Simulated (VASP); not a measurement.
# SnO (Cmce) in VASP: notebook, part 2 of 2

VASP 6.6.1. Earlier steps stand in the parts before.

### 3 Single point, PBEsol

The input, INCAR:

```
SYSTEM = SnO
PREC     = Accurate       ! precision mode
ENCUT    = 520            ! plane-wave cutoff, eV
EDIFF    = 1E-6           ! SCF threshold, eV
ISMEAR   = 0              ! smearing method
SIGMA    = 0.15           ! smearing width, eV
LREAL    = .False.        ! projectors in reciprocal space
LASPH    = .True.         ! aspherical terms in the spheres
NELM     = 100            ! most SCF steps
ALGO     = Normal         ! electronic algorithm
ISIF     = 2              ! what is computed and relaxed
LWAVE    = .False.        ! write WAVECAR
LCHARG   = .False.        ! write CHGCAR
GGA      = PS             ! functional
NBANDS   = 50             ! bands
```

The input, KPOINTS:

```
regular mesh
0
Gamma
  10 10 4
  0 0 0
```

The input, POSCAR:

```
SnO
1.0
    2.6904552953     -2.6904757091      0.0000000000
    2.6904552953      2.6904757091      0.0000000000
    0.0000000000      0.0000000000      9.4948198460
Sn O
4 4
Direct
    0.9991871001      0.0008128999      0.9998642615
    0.0008128999      0.9991871001      0.4998642615
    0.5008068795      0.4991931205      0.2571398304
    0.4991931205      0.5008068795      0.7571398304
    0.0007806870      0.4992220768      0.3784979540
    0.9992193130      0.5007779232      0.8784979540
    0.5007779232      0.9992193130      0.3784979540
    0.4992220768      0.0007806870      0.8784979540
```

Potentials or basis: VASP PAW PBE potentials, release 64 (Sn_d, O).

Started as:

```
$ cat potpaw_PBE.64/Sn_d/POTCAR potpaw_PBE.64/O/POTCAR > POTCAR
$ mpirun -np 1 vasp_std > vasp.out
```

OUTCAR:

```text
SYSTEM = SnO
   PREC = Accurate
   ENCUT = 520
   EDIFF = 1E-6
   ISMEAR = 0
   LREAL = .False.
   LASPH = .True.
   NELM = 100
   ISIF = 2
   GGA = PS

 ion  position               nearest neighbor table
   1  0.999  0.001  1.000-   6 2.22   8 2.22   8 2.22   6 2.22   4 3.54   4 3.54   4 3.54   4 3.54
                             3 3.63   3 3.63   3 3.63   3 3.64
   2  0.001  0.999  0.500-   5 2.22   7 2.22   5 2.22   7 2.22   3 3.54   3 3.54   3 3.54   3 3.54
                             4 3.63   4 3.63   4 3.63   4 3.64
   3  0.501  0.499  0.257-   5 2.22   7 2.22   7 2.22   5 2.22   2 3.54   2 3.54   2 3.54   2 3.54
                             1 3.63   1 3.63   1 3.63   1 3.64
[... 1494 lines left out ...]
  external PRESSURE =       2.4981146 kB  Pullay stress =       0.0000000 kB

 VOLUME and BASIS-vectors are now :
 -----------------------------------------------------------------------------
  energy-cutoff  :      520.00
  volume of cell :      137.46
      direct lattice vectors                 reciprocal lattice vectors
     2.690455295 -2.690475709  0.000000000     0.185842151 -0.185840741  0.000000000
     2.690455295  2.690475709  0.000000000     0.185842151  0.185840741  0.000000000
     0.000000000  0.000000000  9.494819846     0.000000000  0.000000000  0.105320587

 POSITION                                       TOTAL-FORCE (eV/Angst)
 -----------------------------------------------------------------------------------
      2.69046     -2.68610      9.49353        -0.000000     -0.003446      0.088597
      2.69046      2.68610      4.74612        -0.000000      0.003446      0.088597
      2.69046     -0.00434      2.44150        -0.000000      0.003242     -0.089124
      2.69046      0.00434      7.18891        -0.000000     -0.003242     -0.089124
      1.34524      1.34104      3.59377        -0.000118      0.001612      0.000263
      4.03568     -1.34104      8.34118         0.000118     -0.001612      0.000263
      4.03568      1.34104      3.59377         0.000118      0.001612      0.000263
      1.34524     -1.34104      8.34118        -0.000118     -0.001612      0.000263
 -----------------------------------------------------------------------------------
    total drift:                                0.000000      0.000000      0.000076

  FREE ENERGIE OF THE ION-ELECTRON SYSTEM (eV)
  ---------------------------------------------------
  free  energy   TOTEN  =       -48.4304398567 eV

  energy  without entropy=      -48.4271850355  energy(sigma->0) =      -48.42881245
```

OSZICAR:

```text
N       E                     dE             d eps       ncg     rms          rms(c)
DAV:   1     0.106203393591E+04    0.10620E+04   -0.37407E+04 10098   0.246E+03
DAV:   2     0.163735237940E+03   -0.89830E+03   -0.85797E+03  9420   0.699E+02
DAV:   3    -0.368168394652E+02   -0.20055E+03   -0.19109E+03 10440   0.250E+02
DAV:   4    -0.541927303099E+02   -0.17376E+02   -0.17015E+02 11022   0.763E+01
DAV:   5    -0.548398758776E+02   -0.64715E+00   -0.64522E+00 10716   0.151E+01    0.151E+01
DAV:   6    -0.484183572758E+02    0.64215E+01   -0.25137E+01 14758   0.474E+01    0.645E+00
DAV:   7    -0.485042881487E+02   -0.85931E-01   -0.40783E+00  9954   0.897E+00    0.364E+00
DAV:   8    -0.484636605765E+02    0.40628E-01   -0.80786E-01 14112   0.488E+00    0.128E+00
DAV:   9    -0.484287498285E+02    0.34911E-01   -0.14499E-01 14514   0.362E+00    0.346E-01
DAV:  10    -0.484319627656E+02   -0.32129E-02   -0.22026E-02 12840   0.135E+00    0.289E-01
DAV:  11    -0.484303339524E+02    0.16288E-02   -0.51375E-03 13616   0.651E-01    0.536E-02
DAV:  12    -0.484304576758E+02   -0.12372E-03   -0.15921E-03 10702   0.178E-01    0.515E-02
DAV:  13    -0.484304460922E+02    0.11584E-04   -0.71525E-05 12496   0.677E-02    0.296E-02
DAV:  14    -0.484304425728E+02    0.35193E-05   -0.63941E-06  9574   0.140E-02    0.154E-02
DAV:  15    -0.484304395214E+02    0.30514E-05   -0.71866E-06 10086   0.181E-02    0.225E-03
DAV:  16    -0.484304398567E+02   -0.33527E-06   -0.63138E-07  5502   0.634E-03
   1 F= -.48430440E+02 E0= -.48428812E+02  d E =-.325482E-02
```

stdout:

```text
POSCAR found type information on POSCAR SnO
 POSCAR found :  2 types and       8 ions
 scaLAPACK will be used
 -----------------------------------------------------------------------------
|                                                                             |
|                                                                             |
|     You enforced a specific xc type in the INCAR file but a different       |
|     I HOPE YOU KNOW WHAT YOU ARE DOING!                                     |
|                                                                             |
 -----------------------------------------------------------------------------

 LDA part: xc-table for (Slater+PW92), standard interpolation
 POSCAR, INCAR and KPOINTS ok, starting setup
 FFT: planning ... GRIDC
 FFT: planning ... GRID_SOFT
 FFT: planning ... GRID
 WAVECAR not read
 entering main loop
```

Wall time 4.6 min (1 thread of Intel Xeon 6975P-C (Granite Rapids), shared host); peak memory 0.54 GiB.

What came out:

```
Free energy            : -48.4304 eV
Pressure               : 0.2 GPa
Largest force          : 0.089 eV/Å
Band gap on the k mesh : zero (bands 40 and 41 overlap by 0.10 eV)
```

Forces in eV/Å, atoms in the order of the input:
```
Sn   0.000 -0.003  0.089
Sn   0.000  0.003  0.089
Sn   0.000  0.003 -0.089
Sn   0.000 -0.003 -0.089
O    0.000  0.002  0.000
O    0.000 -0.002  0.000
O    0.000  0.002  0.000
O    0.000 -0.002  0.000
```

Levels at points of the mesh, in eV from the Fermi level:
| k point | band 36 | band 37 | band 38 | band 39 | band 40 | band 41 | band 42 | band 43 | band 44 | band 45 |
| --- | --- | --- | --- | --- | --- | --- | --- | --- | --- | --- |
| (0.00, 0.00, 0.00) | -3.27 | -3.27 | -3.07 | -2.28 | -0.09 | 1.51 | 2.04 | 2.69 | 2.69 | 3.48 |
| (0.50, 0.00, 0.00) | -4.93 | -2.86 | -2.86 | -1.82 | -1.82 | 2.57 | 2.57 | 3.18 | 3.18 | 5.22 |
| (0.50, 0.50, 0.00) | -2.60 | -2.60 | -2.60 | -1.97 | -1.97 | -0.18 | -0.18 | 2.20 | 2.20 | 4.08 |
| (0.00, 0.00, 0.50) | -3.28 | -3.28 | -3.28 | -0.63 | -0.63 | 1.50 | 1.50 | 3.31 | 3.31 | 3.31 |
| (0.50, 0.00, 0.50) | -4.96 | -2.30 | -2.30 | -2.29 | -2.29 | 2.86 | 2.86 | 2.87 | 2.87 | 5.46 |
| (0.50, 0.50, 0.50) | -2.60 | -2.46 | -2.46 | -2.45 | -2.45 | 0.75 | 0.75 | 0.75 | 0.75 | 5.01 |

Caveat: semilocal functionals underestimate gaps, so a narrow gap can read as zero; the PAW data sets were made with another functional, which shifts forces and pressure a little; spin-orbit coupling is left out, which moves the levels of the heavy elements.
